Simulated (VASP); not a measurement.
# Sb (R-3m) in VASP: notebook

The runs below take Sb through phonons, with PBE+D3(BJ).

All numbers are computed with VASP 6.6.1; they aren't measurements. Logs are shortened: lines on timing, memory, paths and dates and some standing lists are left out, and cuts for length are marked.

## 1. The cell of the first run

It takes space group R-3m (No. 166, trigonal). Conventional cell: a = 4.334 Å, b = 4.334 Å, c = 11.148 Å, α = 90.00°, β = 90.00°, γ = 120.00°. Within 3.9 Å of Sb (site symmetry 3m) lie 6 Sb at 2.94 to 3.31 Å.

## 2. Phonons, PBE+D3(BJ) (phonons at volume x 1.02)

File INCAR:

```
PREC = Accurate ; ENCUT = 520
EDIFF = 1E-8 ; ISMEAR = -1
SIGMA = 0.15 ; LREAL = False
LASPH = True ; NELM = 60
ALGO = Normal ; ISIF = 2
LWAVE = False ; LCHARG = False
GGA = PE ; IVDW = 12
IBRION = 6 ; NFREE = 2
POTIM = 0.015 ; NSW = 1
```

File KPOINTS:

```
Automatic mesh
0
Gamma
  12 12 12
```

File POSCAR:

```
Sb
1.0
    2.1670932202      1.2511718540      3.7161234333
   -2.1670932202      1.2511718540      3.7161234333
    0.0000000000     -2.5023437080      3.7161234333
Sb
2
Direct
    0.2360072620      0.2360072620      0.2360072620
    0.7639927380      0.7639927380      0.7639927380
```

Potentials or basis: VASP PAW PBE potentials, release 64 (Sb).

The run is started by

```console
cat potpaw_PBE.64/Sb/POTCAR > POTCAR
mpirun -np 1 vasp_std > vasp.out
```

OUTCAR:

```text
PREC = Accurate
   ENCUT = 520
   EDIFF = 1E-8
   ISMEAR = -1
   LREAL = False
   LASPH = True
   NELM = 60
   ISIF = 2
   GGA = PE
   IVDW = 12
   IBRION = 6
   NFREE = 2
   POTIM = 0.015
   NSW = 1
 IVDW          = 12

 ion  position               nearest neighbor table
   1  0.236  0.236  0.236-   2 2.94   2 2.94   2 2.94   2 3.31   2 3.31   2 3.31
   2  0.764  0.764  0.764-   1 2.94   1 2.94   1 2.94   1 3.31   1 3.31   1 3.31

  LATTYP: Found a trigonal (rhomboedric) cell.
 ALAT       =     4.4801001557
 COS(alpha) =     0.5320389181

  Lattice vectors:

 A1 = (   2.1670932202,   1.2511718540,   3.7161234333)
 A2 = (  -2.1670932202,   1.2511718540,   3.7161234333)
 A3 = (   0.0000000000,  -2.5023437080,   3.7161234333)

Analysis of symmetry for initial positions (statically):
=====================================================================
 Subroutine PRICEL returns:
 Original cell was already a primitive cell.

 Routine SETGRP: Setting up the symmetry group for a
 trigonal (rhombohedral) supercell.

 Subroutine GETGRP returns: Found 12 space group operations
 (whereof 12 operations were pure point group operations)
 out of a pool of 12 trial point group operations.

The static configuration has the point symmetry D_3d.

Analysis of symmetry for dynamics (positions and initial velocities):
=====================================================================
 Subroutine PRICEL returns:
 Original cell was already a primitive cell.

 Routine SETGRP: Setting up the symmetry group for a
 trigonal (rhombohedral) supercell.

 Subroutine GETGRP returns: Found 12 space group operations
 (whereof 12 operations were pure point group operations)
 out of a pool of 12 trial point group operations.

The dynamic configuration has the point symmetry D_3d.

 Subroutine INISYM returns: Found 12 space group operations
 (whereof 12 operations are pure point group operations),
 and found     1 'primitive' translations

----------------------------------------------------------------------------------------

                                     Primitive cell

  volume of cell :      60.4555

  direct lattice vectors                    reciprocal lattice vectors
     2.167093220  1.251171854  3.716123433     0.230723808  0.133208453  0.089699209
    -2.167093220  1.251171854  3.716123433    -0.230723808  0.133208453  0.089699209
     0.000000000 -2.502343708  3.716123433     0.000000000 -0.266416905  0.089699209

  length of vectors
     4.480100156  4.480100156  4.480100156     0.281111927  0.281111927  0.281111927

  position of ions in fractional coordinates (direct lattice)
     0.236007262  0.236007262  0.236007262
     0.763992738  0.763992738  0.763992738

  ion indices of the primitive-cell ions
   primitive index   ion index
                 1           1
                 2           2

----------------------------------------------------------------------------------------

 KPOINTS: Automatic mesh

Automatic generation of k-mesh.
 Grid dimensions read from file:
 generate k-points for:   12   12   12

 Generating k-lattice:

  Cartesian coordinates                     Fractional coordinates (reciprocal lattice)
     0.019226984  0.011100704  0.007474934     0.083333333  0.000000000  0.000000000
    -0.019226984  0.011100704  0.007474934     0.000000000  0.083333333  0.000000000
     0.000000000 -0.022201409  0.007474934     0.000000000  0.000000000  0.083333333

  Length of vectors
     0.023425994  0.023425994  0.023425994

  Shift w.r.t. Gamma in fractional coordinates (k-lattice)
     0.000000000  0.000000000  0.000000000

 Subroutine IBZKPT returns following result:
 ===========================================

 Found    189 irreducible k-points:

 Following reciprocal coordinates:
            Coordinates               Weight
  0.000000  0.000000  0.000000      1.000000
  0.083333  0.000000  0.000000      6.000000
  0.166667  0.000000  0.000000      6.000000
  0.250000  0.000000  0.000000      6.000000
  0.333333  0.000000 -0.000000      6.000000
  0.416667  0.000000  0.000000      6.000000
[... 16 lines left out ...]
  0.500000  0.166667  0.000000     12.000000
 -0.416667  0.166667  0.000000     12.000000
 [... further k-points ...]
   k-points           NKPTS =    189   k-points in BZ     NKDIM =    189   number of bands    NBANDS=      9
   number of dos      NEDOS =    301   number of ions     NIONS =      2
   total plane-waves  NPLWV =  46656
   dimension x,y,z NGX =    36 NGY =   36 NGZ =   36
   dimension x,y,z NGXF=    72 NGYF=   72 NGZF=   72
   ions per type =               2
   NGX,Y,Z   is equivalent  to a cutoff of  13.36, 13.36, 13.36 a.u.
   NGXF,Y,Z  is equivalent  to a cutoff of  26.72, 26.72, 26.72 a.u.
 SYSTEM =  unknown system
   PREC   = accura    normal or accurate (medium, high low for compatibility)
   ISTART =      0    job   : 0-new  1-cont  2-samecut
   ICHARG =      2    charge: 1-file 2-atom 10-const
   ISPIN  =      1    spin polarized calculation?
   LNONCOLLINEAR =      F non collinear calculations
   LSORBIT =      F    spin-orbit coupling
   LASPH  =      T    aspherical Exc in radial PAW
   ENCUT  =  520.0 eV  38.22 Ry    6.18 a.u.   8.33  8.33  8.33*2*pi/ulx,y,z
   NELM   =     60;   NELMIN=  2; NELMDL= -5     # of ELM steps
   EDIFF  = 0.1E-07   stopping-criterion for ELM
   LREAL  =      F    real-space projection
   EDIFFG = 0.1E-06   stopping-criterion for IOM
   NSW    =     61    number of steps for IOM
   IBRION =      6    ionic relax: 0-MD 1-quasi-New 2-CG
   NFREE  =      2    steps in history (QN), initial steepest desc. (CG)
   ISIF   =      2    stress and relaxation
   ISYM   =      2    0-nonsym 1-usesym 2-fastsym
   POTIM  = 0.0150    time-step for ionic-motion
   TEBEG  =    0.0;   TEEND  =   0.0 temperature during run
   PSTRESS=    0.0 pullay stress
   NELECT =      10.0000    total number of electrons
   NUPDOWN=      -1.0000    fix difference up-down
   EMIN   =  10.00;   EMAX   =-10.00  energy-range for DOS
   EFERMI =   0.00;   METHOD = LEGACY
   ISMEAR =    -1;   SIGMA  =   0.15  broadening in eV -4-tet -1-fermi 0-gaus
   EFERMI_NEDOS =   21; number of points for ismear=-14 and -15
   IALGO  =     38    algorithm
   IMIX   =      4    mixing-type and parameters
     AMIX     =   0.40;   BMIX     =  1.00
     AMIX_MAG =   1.60;   BMIX_MAG =  1.00
  volume/ion in A,a.u.               =      30.23       203.99
  Fermi-wavevector in a.u.,A,eV,Ry     =   0.898662  1.698224 10.987965  0.807593
  Thomas-Fermi vector in A             =   2.021399
   LORBIT       =      0    0 simple, 1 ext, 2 COOP (PROOUT), +10 PAW based schemes
   GGA     = PE    functional components
   LHFCALC =     F    Hartree Fock is set to
   AEXX    =    0.0000 exact exchange contribution
   IVDW    =    12    specifies the selected vdW correction
   LEPSILON=     F    determine dielectric tensor
   LRPA    =     F    only Hartree local field effects (RPA)
 finite differences with symmetry
 non-spin polarized calculation
  energy-cutoff  :      520.00
  volume of cell :       60.46
 maximum number of plane-waves:      1641
 NGX is ok and might be reduce to    36
   NGX = 17   NGY = 17   NGZ = 17

--------------------------------------- Ionic step        1  -------------------------------------------

 number of electron      10.0000001 magnetization

 Free energy of the ion-electron system (eV)
  ---------------------------------------------------
  ext. energy  EPLUGINS =         0.00000000
  ---------------------------------------------------
  free energy    TOTEN  =        -8.27116327 eV

  energy without entropy =       -8.23386526  energy(sigma->0) =       -8.25251426

------------------------ aborting loop because EDIFF is reached ----------------------------------------

 Edisp (eV)   -0.94441

 E8    (eV) :    -0.4406
[... 151 lines left out ...]
--------------------------------------- Ionic step        5  -------------------------------------------

 number of electron      10.0000000 magnetization

 Free energy of the ion-electron system (eV)
  ---------------------------------------------------
  ext. energy  EPLUGINS =         0.00000000
  ---------------------------------------------------
  free energy    TOTEN  =        -8.27016711 eV

  energy without entropy =       -8.23447080  energy(sigma->0) =       -8.25231895

 E-fermi :   7.1676     XC(G=0):  -9.5354

 val. band max:        7.1086036817   @ k =   0.4167   0.0833   0.0833
 cond. band min:       7.2399927061   @ k =  -0.4167   0.5000   0.4167
 fundamental gap:      0.1313890243
 Fermi energy:         7.1675603710

 k-point     1 :       0.0000    0.0000    0.0000
  band No.  band energies     occupation
      1      -5.4096      2.00000
      2       2.4657      2.00000
      3       5.2698      1.99999
      4       5.4451      1.99998
      5       5.4451      1.99998
      6       9.4912      0.00000
      7      10.0115      0.00000
      8      10.0115      0.00000
      9      12.2402      0.00000
[... 265 lines left out ...]
 k-point    24 :      -0.4167    0.1667    0.0000
  band No.  band energies     occupation
      1      -2.8949      2.00000
      2      -2.2080      2.00000
      3       3.5821      2.00000
      4       5.0931      2.00000
      5       5.5617      1.99996
      6       8.1805      0.00233
      7       8.5636      0.00018
      8      10.3409      0.00000
      9      13.8382      0.00000

 [... further k-points ...]

------------------------ aborting loop because EDIFF is reached ----------------------------------------

 Edisp (eV)   -0.94443

 E8    (eV) :    -0.4406
[... 25 lines left out ...]
  FREE ENERGIE OF THE ION-ELECTRON SYSTEM (eV)
  ---------------------------------------------------
  free  energy   TOTEN  =        -9.2145996679 eV

  energy  without entropy=       -9.1789033617  energy(sigma->0) =       -9.19675151

 INTERNAL STRAIN TENSORS FROM DISPLACED ATOMS
 ============================================

 INTERNAL STRAIN TENSOR FOR ION    1 for displacements in x,y,z  (eV/Angst):
          X           Y           Z          XY          YZ          ZX
  --------------------------------------------------------------------------------
  x     0.00000     0.00000     0.00000     1.48615     0.00000    -3.79173
  y     1.48615    -1.48615    -0.00000     0.00000    -3.79173     0.00000
  z    -4.13617    -4.13617    -5.71362     0.00000     0.00000     0.00000

 INTERNAL STRAIN TENSOR FOR ION    2 for displacements in x,y,z  (eV/Angst):
          X           Y           Z          XY          YZ          ZX
  --------------------------------------------------------------------------------
  x     0.00000    -0.00000     0.00000    -1.48615     0.00000     3.79173
  y    -1.48615     1.48615     0.00000     0.00000     3.79173     0.00000
  z     4.13617     4.13617     5.71362     0.00000     0.00000     0.00000

 Eigenvectors and eigenvalues of the dynamical matrix
 ----------------------------------------------------

   1 f  =    3.989187 THz    25.064800 2PiTHz  133.064950 cm-1    16.497944 meV
             X         Y         Z           dx          dy          dz
      0.000000  0.000000  2.631096    -0.000000    0.000000   -0.707107
      0.000000  0.000000  8.517274     0.000000    0.000000    0.707107
[... 21 lines left out ...]
   6 f  =    0.000000 THz     0.000000 2PiTHz    0.000000 cm-1     0.000000 meV
             X         Y         Z           dx          dy          dz
      0.000000  0.000000  2.631096     0.000000    0.000000    0.707107
      0.000000  0.000000  8.517274    -0.000000    0.000000    0.707107

 ELASTIC MODULI CONTR FROM IONIC RELAXATION (kBar)
 Direction    XX          YY          ZZ          XY          YZ          ZX
 --------------------------------------------------------------------------------
 XX        -146.9166    -81.8514   -158.0077     -0.0000     83.0033      0.0000
 YY         -81.8514   -146.9166   -158.0077      0.0000    -83.0033     -0.0000
 ZZ        -158.0077   -158.0077   -218.2685      0.0000     -0.0000     -0.0000
 XY          -0.0000      0.0000      0.0000    -32.5326      0.0000     83.0032
 YZ          83.0033    -83.0033     -0.0000      0.0000   -211.7734     -0.0000
 ZX           0.0000     -0.0000     -0.0000     83.0032     -0.0000   -211.7733
 --------------------------------------------------------------------------------
```

Wall time 17 min (1 thread of Oxide Virtual Turin-like, shared host); peak memory 0.73 GiB.

Results:

```
Highest phonon frequency at Γ : 133 cm⁻¹
Dispersion energy per atom    : -0.472 eV
```

Phonon frequencies in cm⁻¹ (negative: imaginary):
| q point | frequencies |
| --- | --- |
| (0.000, 0.000, 0.000) | 0 0 0 90 90 133 |

Caveat: the cell differs from its parent crystal (phonons at volume x 1.02); spin-orbit coupling is left out, which moves the levels of the heavy elements.

[end of part 1 of 2]
